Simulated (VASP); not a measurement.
# TaF3 (Pm-3m) in VASP: single point with PBE

Aim: the single point of TaF3 with PBE.

Program: VASP 6.6.1. These are calculated values, not measurements. Logs are shortened: lines on timing, memory, paths and dates and some standing lists are left out, and cuts for length are marked.

**1. The cell of the first run**

The structure is cubic, space group Pm-3m (No. 221). The conventional cell has a = 4.165 Å, b = 4.165 Å, c = 4.165 Å, α = 90.00°, β = 90.00°, γ = 90.00°. Within 2.8 Å of Ta (site symmetry m-3m) lie 6 F at 2.08 Å. Within 2.8 Å of F (site symmetry 4/mmm) lie 2 Ta at 2.08 Å.

**2. Single point, PBE, collinear spin, ferromagnetic start**

File INCAR:

```
PREC = Accurate ; ENCUT = 520
EDIFF = 1E-7 ; ISMEAR = 0
SIGMA = 0.1 ; LREAL = F
LASPH = T ; NELM = 150
ALGO = Normal ; ISIF = 2
LWAVE = F ; LCHARG = F
ISPIN = 2 ; MAGMOM = 0.98 0 0 0
LORBIT = 11 ; LMAXMIX = 4
GGA = PE ; NBANDS = 28
```

File KPOINTS:

```
regular mesh
0
Gamma
  12 12 12
```

File POSCAR:

```
TaF3
1.0
    4.1646074282      0.0000000000      0.0000000000
    0.0000000000      4.1646074282      0.0000000000
    0.0000000000      0.0000000000      4.1646074282
Ta F
1 3
Direct
    0.5000000000      0.5000000000      0.5000000000
    0.0000000000      0.5000000000      0.5000000000
    0.5000000000      0.0000000000      0.5000000000
    0.5000000000      0.5000000000      0.0000000000
```

Potentials or basis: VASP PAW PBE potentials, release 64 (Ta_pv, F).

Started as:

```console
$ cat potpaw_PBE.64/Ta_pv/POTCAR potpaw_PBE.64/F/POTCAR > POTCAR
$ mpirun -np 1 vasp_std > vasp.out
```

OUTCAR:

```text
PREC = Accurate
   ENCUT = 520
   EDIFF = 1E-7
   ISMEAR = 0
   LREAL = F
   LASPH = T
   NELM = 150
   ISIF = 2
   ISPIN = 2
   LORBIT = 11
   GGA = PE

 ion  position               nearest neighbor table
   1  0.500  0.500  0.500-   2 2.08   3 2.08   4 2.08   4 2.08   3 2.08   2 2.08
   2  0.000  0.500  0.500-   1 2.08   1 2.08
   3  0.500  0.000  0.500-   1 2.08   1 2.08
   4  0.500  0.500  0.000-   1 2.08   1 2.08

  LATTYP: Found a simple cubic cell.
 ALAT       =     4.1646074282

  Lattice vectors:

 A1 = (   4.1646074282,   0.0000000000,   0.0000000000)
 A2 = (   0.0000000000,   4.1646074282,   0.0000000000)
 A3 = (   0.0000000000,   0.0000000000,   4.1646074282)

Analysis of symmetry for initial positions (statically):
=====================================================================
 Subroutine PRICEL returns:
 Original cell was already a primitive cell.

 Routine SETGRP: Setting up the symmetry group for a
 simple cubic supercell.

 Subroutine GETGRP returns: Found 48 space group operations
 (whereof 48 operations were pure point group operations)
 out of a pool of 48 trial point group operations.

The static configuration has the point symmetry O_h .

Analysis of symmetry for dynamics (positions and initial velocities):
=====================================================================
 Subroutine PRICEL returns:
 Original cell was already a primitive cell.

 Routine SETGRP: Setting up the symmetry group for a
 simple cubic supercell.

 Subroutine GETGRP returns: Found 48 space group operations
 (whereof 48 operations were pure point group operations)
 out of a pool of 48 trial point group operations.

The dynamic configuration has the point symmetry O_h .

Analysis of structural, dynamic, and magnetic symmetry:
=====================================================================
 Subroutine PRICEL returns:
 Original cell was already a primitive cell.

 Routine SETGRP: Setting up the symmetry group for a
 simple cubic supercell.

 Subroutine GETGRP returns: Found 48 space group operations
 (whereof 48 operations were pure point group operations)
 out of a pool of 48 trial point group operations.

The overall configuration has the point symmetry O_h .

 Subroutine INISYM returns: Found 48 space group operations
 (whereof 48 operations are pure point group operations),
 and found     1 'primitive' translations

----------------------------------------------------------------------------------------

                                     Primitive cell

  volume of cell :      72.2308

  direct lattice vectors                    reciprocal lattice vectors
     4.164607428  0.000000000  0.000000000     0.240118671  0.000000000  0.000000000
     0.000000000  4.164607428  0.000000000     0.000000000  0.240118671  0.000000000
     0.000000000  0.000000000  4.164607428     0.000000000  0.000000000  0.240118671

  length of vectors
     4.164607428  4.164607428  4.164607428     0.240118671  0.240118671  0.240118671

  position of ions in fractional coordinates (direct lattice)
     0.500000000  0.500000000  0.500000000
     0.000000000  0.500000000  0.500000000
     0.500000000  0.000000000  0.500000000
     0.500000000  0.500000000  0.000000000

  ion indices of the primitive-cell ions
   primitive index   ion index
                 1           1
                 2           2
                 3           3
                 4           4

----------------------------------------------------------------------------------------

 KPOINTS: regular mesh

Automatic generation of k-mesh.
 Grid dimensions read from file:
 generate k-points for:   12   12   12

 Generating k-lattice:

  Cartesian coordinates                     Fractional coordinates (reciprocal lattice)
     0.020009889  0.000000000  0.000000000     0.083333333  0.000000000  0.000000000
     0.000000000  0.020009889  0.000000000     0.000000000  0.083333333  0.000000000
     0.000000000  0.000000000  0.020009889     0.000000000  0.000000000  0.083333333

  Length of vectors
     0.020009889  0.020009889  0.020009889

  Shift w.r.t. Gamma in fractional coordinates (k-lattice)
     0.000000000  0.000000000  0.000000000

 Subroutine IBZKPT returns following result:
 ===========================================

 Found     84 irreducible k-points:

 Following reciprocal coordinates:
            Coordinates               Weight
  0.000000  0.000000  0.000000      1.000000
  0.083333  0.000000  0.000000      6.000000
  0.166667  0.000000  0.000000      6.000000
  0.250000  0.000000  0.000000      6.000000
  0.333333  0.000000  0.000000      6.000000
  0.416667  0.000000  0.000000      6.000000
[... 16 lines left out ...]
  0.333333  0.333333  0.000000     12.000000
  0.416667  0.333333  0.000000     24.000000
 [... further k-points ...]
   k-points           NKPTS =     84   k-points in BZ     NKDIM =     84   number of bands    NBANDS=     28
   number of dos      NEDOS =    301   number of ions     NIONS =      4
   total plane-waves  NPLWV =  32768
   dimension x,y,z NGX =    32 NGY =   32 NGZ =   32
   dimension x,y,z NGXF=    64 NGYF=   64 NGZF=   64
   ions per type =               1   3
   NGX,Y,Z   is equivalent  to a cutoff of  12.77, 12.77, 12.77 a.u.
   NGXF,Y,Z  is equivalent  to a cutoff of  25.55, 25.55, 25.55 a.u.
 SYSTEM =  unknown system
   PREC   = accura    normal or accurate (medium, high low for compatibility)
   ISTART =      0    job   : 0-new  1-cont  2-samecut
   ICHARG =      2    charge: 1-file 2-atom 10-const
   ISPIN  =      2    spin polarized calculation?
   LNONCOLLINEAR =      F non collinear calculations
   LSORBIT =      F    spin-orbit coupling
   LASPH  =      T    aspherical Exc in radial PAW
   ENCUT  =  520.0 eV  38.22 Ry    6.18 a.u.   7.74  7.74  7.74*2*pi/ulx,y,z
   NELM   =    150;   NELMIN=  2; NELMDL= -5     # of ELM steps
   EDIFF  = 0.1E-06   stopping-criterion for ELM
   LREAL  =      F    real-space projection
   EDIFFG = 0.1E-05   stopping-criterion for IOM
   NSW    =      0    number of steps for IOM
   IBRION =     -1    ionic relax: 0-MD 1-quasi-New 2-CG
   NFREE  =      0    steps in history (QN), initial steepest desc. (CG)
   ISIF   =      2    stress and relaxation
   ISYM   =      2    0-nonsym 1-usesym 2-fastsym
   POTIM  = 0.5000    time-step for ionic-motion
   TEBEG  =    0.0;   TEEND  =   0.0 temperature during run
   PSTRESS=    0.0 pullay stress
   NELECT =      32.0000    total number of electrons
   NUPDOWN=      -1.0000    fix difference up-down
   EMIN   =  10.00;   EMAX   =-10.00  energy-range for DOS
   EFERMI =   0.00;   METHOD = LEGACY
   ISMEAR =     0;   SIGMA  =   0.10  broadening in eV -4-tet -1-fermi 0-gaus
   EFERMI_NEDOS =   21; number of points for ismear=-14 and -15
   IALGO  =     38    algorithm
   IMIX   =      4    mixing-type and parameters
     AMIX     =   0.40;   BMIX     =  1.00
     AMIX_MAG =   1.60;   BMIX_MAG =  1.00
  volume/ion in A,a.u.               =      18.06       121.86
  Fermi-wavevector in a.u.,A,eV,Ry     =   1.248008  2.358393 21.191405  1.557524
  Thomas-Fermi vector in A             =   2.382114
   LORBIT       =     11    0 simple, 1 ext, 2 COOP (PROOUT), +10 PAW based schemes
   GGA     = PE    functional components
   LHFCALC =     F    Hartree Fock is set to
   AEXX    =    0.0000 exact exchange contribution
   IVDW    =     0    specifies the selected vdW correction
   LEPSILON=     F    determine dielectric tensor
   LRPA    =     F    only Hartree local field effects (RPA)
 spin polarized calculation
 Gauss-broadening in eV      SIGMA  =   0.10
  energy-cutoff  :      520.00
  volume of cell :       72.23
 maximum number of plane-waves:      1980
 NGX is ok and might be reduce to    32
   NGX = 15   NGY = 15   NGZ = 15

 number of electron      31.9999998 magnetization       2.0000041

 Free energy of the ion-electron system (eV)
  ---------------------------------------------------
  ext. energy  EPLUGINS =         0.00000000
  ---------------------------------------------------
  free energy    TOTEN  =       -26.98456904 eV

  energy without entropy =      -26.97281636  energy(sigma->0) =      -26.97869270

 E-fermi :   2.7228     XC(G=0):  -8.1390

 val. band max:        2.7225503514   @ k =   0.3333   0.2500   0.1667
 cond. band min:       2.7286680493   @ k =   0.5000   0.4167   0.1667
 fundamental gap:      0.0061176979
 Fermi energy:         2.7227899212

 spin component 1

 k-point     1 :       0.0000    0.0000    0.0000
  band No.  band energies     occupation
      1     -34.4232      1.00000
      2     -34.4232      1.00000
      3     -34.4231      1.00000
      4     -24.3544      1.00000
      5     -24.0731      1.00000
      6     -24.0731      1.00000
[... 20 lines left out ...]
     27      11.8086      0.00000
[... 691 lines left out ...]
      6     -23.6328      1.00000
[... 20 lines left out ...]
     27      13.8815      0.00000
     28      14.2346      0.00000

 [... further k-points ...]

 spin component 2

 k-point     1 :       0.0000    0.0000    0.0000
  band No.  band energies     occupation
      1     -33.3798      1.00000
      2     -33.3798      1.00000
      3     -33.3798      1.00000
      4     -24.2815      1.00000
      5     -24.0146      1.00000
      6     -24.0146      1.00000
[... 20 lines left out ...]
     27      12.1612      0.00000
[... 691 lines left out ...]
      6     -23.5576      1.00000
[... 20 lines left out ...]
     27      14.1760      0.00000
     28      15.1713      0.00000

 [... further k-points ...]

------------------------ aborting loop because EDIFF is reached ----------------------------------------

  FORCE on cell =-STRESS in cart. coord.  units (eV):
  Direction    XX          YY          ZZ          XY          YZ          ZX
  --------------------------------------------------------------------------------------
  -------------------------------------------------------------------------------------
  Total       -0.0002660     -0.0002660     -0.0002660      0.0000000     -0.0000000      0.0000000
  in kB       -0.0059010     -0.0059010     -0.0059010      0.0000000     -0.0000000      0.0000000
  external PRESSURE =      -0.0059010 kB  Pullay stress =       0.0000000 kB

 VOLUME and BASIS-vectors are now :
 -----------------------------------------------------------------------------
  energy-cutoff  :      520.00
  volume of cell :       72.23
      direct lattice vectors                 reciprocal lattice vectors
     4.164607428  0.000000000  0.000000000     0.240118671  0.000000000  0.000000000
     0.000000000  4.164607428  0.000000000     0.000000000  0.240118671  0.000000000
     0.000000000  0.000000000  4.164607428     0.000000000  0.000000000  0.240118671

 POSITION                                       TOTAL-FORCE (eV/Angst)
 -----------------------------------------------------------------------------------
      2.08230      2.08230      2.08230         0.000000      0.000000      0.000000
      0.00000      2.08230      2.08230         0.000000      0.000000      0.000000
      2.08230      0.00000      2.08230         0.000000      0.000000      0.000000
      2.08230      2.08230      0.00000         0.000000      0.000000      0.000000
 -----------------------------------------------------------------------------------
    total drift:                                0.000000     -0.000000     -0.000000

  FREE ENERGIE OF THE ION-ELECTRON SYSTEM (eV)
  ---------------------------------------------------
  free  energy   TOTEN  =       -26.9845690439 eV

  energy  without entropy=      -26.9728163606  energy(sigma->0) =      -26.97869270

 total charge

# of ion       s       p       d       tot
------------------------------------------
    1        0.194   6.133   2.334   8.660
    2        1.731   4.380   0.000   6.111
    3        1.731   4.380   0.000   6.111
    4        1.731   4.380   0.000   6.111
--------------------------------------------------
tot          5.387  19.273   2.334  26.994

 magnetization (x)

# of ion       s       p       d       tot
------------------------------------------
    1        0.011   0.008   1.526   1.544
    2       -0.001   0.020   0.000   0.019
    3       -0.001   0.020   0.000   0.019
    4       -0.001   0.020   0.000   0.019
--------------------------------------------------
tot          0.009   0.068   1.526   1.603
```

It took 1.8 min on 1 thread of Intel Xeon Platinum 8559C (Emerald Rapids), shared host; peak memory 0.37 GiB.

Results:

* Free energy: -26.9846 eV
* Pressure: 0.0 GPa
* Band gap on the k mesh: zero (filled and empty bands overlap)
* Net moment: 2.00 μB per cell
* Site moments: Ta +1.54; F +0.02 μB
* Valence electrons inside the program's atomic spheres: Ta 8.66; F 6.11

Levels at points of the mesh, in eV from the Fermi level:
Spin up:
```csv
k point,band 15,band 16,band 17,band 18,band 19,band 20
"(0.00, 0.00, 0.00)",-7.53,-1.38,-1.38,-1.38,-0.03,1.56
"(0.50, 0.00, 0.00)",-7.55,-1.33,-0.19,-0.19,1.55,1.63
"(0.50, 0.50, 0.00)",-7.03,-0.14,-0.14,0.71,1.94,5.25
"(0.50, 0.50, 0.50)",-7.03,0.80,0.80,0.80,4.82,5.48
```
Spin down:
| k point | band 11 | band 12 | band 13 | band 14 | band 15 | band 16 | band 17 | band 18 | band 19 | band 20 |
| --- | --- | --- | --- | --- | --- | --- | --- | --- | --- | --- |
| (0.00, 0.00, 0.00) | -7.52 | -7.52 | -7.44 | -7.44 | -7.44 | 0.33 | 0.33 | 0.33 | 0.46 | 2.36 |
| (0.50, 0.00, 0.00) | -7.96 | -7.95 | -7.53 | -7.48 | -7.48 | 0.39 | 1.39 | 1.39 | 2.35 | 2.44 |
| (0.50, 0.50, 0.00) | -7.94 | -7.94 | -7.72 | -7.72 | -6.95 | 1.46 | 1.46 | 2.15 | 2.83 | 5.55 |
| (0.50, 0.50, 0.50) | -8.92 | -8.92 | -6.95 | -6.95 | -6.95 | 2.34 | 2.34 | 2.34 | 4.99 | 6.16 |

Caveat: spin-orbit coupling is left out, which moves the levels of the heavy elements.
